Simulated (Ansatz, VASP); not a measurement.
## Two plane-wave programs on FeO

The input INCAR:

```
SYSTEM = FeO
PREC = Accurate
ENCUT = 520
EDIFF = 1E-6
ISMEAR = 0
SIGMA = 0.05
LREAL = .FALSE.
LASPH = .TRUE.
NELM = 150
ALGO = Normal
ISIF = 2
LWAVE = .FALSE.
LCHARG = .FALSE.
ISPIN = 2
MAGMOM = 4 4 0 0
LORBIT = 11
LMAXMIX = 4
GGA = PE
NBANDS = 26
```

File KPOINTS:

```
regular mesh
0
G
  8 8 6
  0 0 0
```

The input POSCAR:

```
FeO
1.0
    0.0000000000      2.1542611165     -2.1542611165
    0.0000000000      2.1542611165      2.1542611165
    4.3085222330      0.0000000000      0.0000000000
Fe O
2 2
Direct
    0.0000000000      0.0000000000      0.0000000000
    0.5000000000      0.5000000000      0.5000000000
    0.0000000000      1.0000000000      0.5000000000
    0.5000000000      1.5000000000      1.0000000000
```

Input for Ansatz:

```yaml
crystal:
  lattice:
    - [0.0, 2.1542611165, -2.1542611165]
    - [0.0, 2.1542611165, 2.1542611165]
    - [4.308522233, 0.0, 0.0]
  atoms:
    - { symbol: Fe, position: [0.0, 0.0, 0.0], spin: 4.0 }
    - { symbol: O, position: [0.0, 1.0, 0.5] }
    - { symbol: Fe, position: [0.5, 0.5, 0.5], spin: 4.0 }
    - { symbol: O, position: [0.5, 1.5, 1.0] }
basis:
  ecutwfc: 420
  ecutrho_ratio: 4
kpoints:
  mp_grid: { grid: [8, 8, 6] }
hamiltonian:
  xc: pbe
scf:
  occupations: { method: gaussian, width: 0.05 }
  lower_state_search: "off"
output:
  forces: true
  stress: true
  eigenvalues: true
  populations: true
magnetization:
  spin_polarized: true
```

Alike in both runs: task single point; functional PBE; k mesh 8 × 8 × 6; occupations gaussian, width 0.05 eV; collinear spin.

|  | VASP | Ansatz |
| --- | --- | --- |
| version | VASP 6.6.1 | Ansatz 0.2.0 |
| potentials or method | VASP PAW PBE potentials, release 64 (Fe, O), cutoff 520 eV | scalar-relativistic, plane waves, PAW |
| valence electrons in the cell | 28 | 44 |

```csv
,VASP,Ansatz,Ansatz less VASP
gap on the k mesh at the Fermi level (eV),none,none,-
pressure (GPa),0.1,0.1,-0.03
net moment per atom (μB),2.00,2.00,+0.001
size of the moment on the site where the two differ most (μB),3.62,3.45,-0.169
```

Site moments also hang on the region over which each program counts them. A gap of «none» marks a metal or a gap that the smearing closes. VASP's potentials hold 28 valence electrons a cell and Ansatz's 44, so a difference there can come from the potentials and not from the codes.
